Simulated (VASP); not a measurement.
Runs of VASP 6.6.1 on V. The structure is that of space group Im-3m (No. 229), or close to it. The cells are those of the table. 

| spin | cell | gap on the mesh (eV) | pressure (GPa) | moment (μB) |
| --- | --- | --- | --- | --- |
| collinear, ferromagnetic start | a = 2.615 Å, angles 109.5°, 1 atom | none | -10.6 | 0.00 |
| collinear, ferromagnetic start | a = 2.562 Å, angles 109.5°, 1 atom | none | 0.3 | 0.00 |
| off | a = 2.562 Å, angles 109.5°, 1 atom | none | (a) | - |
| collinear, ferromagnetic start | a = 2.551 Å, angles 109.5°, 1 atom | none | 2.9 | 0.00 |

Alike in all rows: task single point; level PBEsol; potentials or basis VASP PAW PBE potentials, release 64 (V_sv); k mesh 20 × 20 × 20; cutoff (eV) 520; smearing gaussian 0.05 eV.

Q: Fill in the values left out.

A: (a) 0.2.

Caveats: the PAW data sets were made with another functional, which shifts forces and pressure a little.

A gap of «none» marks levels without a gap at the run's occupations.
